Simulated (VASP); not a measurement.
Write the native input for VASP 6.6.1 that does the following.

```
Task                   : single point
Functional             : PBE
Potentials or basis    : VASP PAW PBE potentials, release 64 (Ti_sv, Ga_d)
Cutoff                 : 520 eV
k mesh                 : 4 × 4 × 4
Occupations            : gaussian, width 0.1 eV
Spin                   : no spin polarisation
Dipole correction      : no
Further INCAR settings : ALGO = Normal; EDIFF = 1e-07; NBANDS = 38
```

The structure of Ti4Ga lies in POSCAR:

```
Ti4Ga
1.0
   -2.9252017673      2.9252017673      2.9252017673
    2.9252017673     -2.9252017673      2.9252017673
    2.9252017673      2.9252017673     -2.9252017673
Ti Ga
4 1
Direct
    0.4998356416      0.4998356416      0.4998356416
    0.0000000000      0.0000000000      0.5001643584
    0.0000000000      0.5001643584      0.0000000000
    0.5001643584      0.0000000000      0.0000000000
    0.0000000000      0.0000000000      0.0000000000
```

One way to write it, as run:

INCAR

```
SYSTEM = Ti4Ga
  ALGO = Normal
  EDIFF = 1E-7
  ENCUT = 520
  GGA = PE
  ISIF = 2
  ISMEAR = 0
  LASPH = .TRUE.
  LCHARG = .FALSE.
  LREAL = .FALSE.
  LWAVE = .FALSE.
  NBANDS = 38
  NELM = 80
  PREC = Accurate
  SIGMA = 0.1
```

KPOINTS

```
k-points
0
G
  4 4 4
  0 0 0
```

Potentials or basis: VASP PAW PBE potentials, release 64 (Ti_sv, Ga_d).

The run is started by

```bash
$ cat potpaw_PBE.64/Ti_sv/POTCAR potpaw_PBE.64/Ga_d/POTCAR > POTCAR
$ mpirun -np 1 vasp_std > vasp.out
```

Results of the run:

- Pressure: 0.1 GPa
- Largest force: 0.006 eV/Å

Caveat: the k points lie up to 0.38 Å⁻¹ apart.

It took 43 s on 1 thread of Intel(R) Xeon(R) Platinum 8488C (Sapphire Rapids) (shared host), peak memory 0.25 GiB.
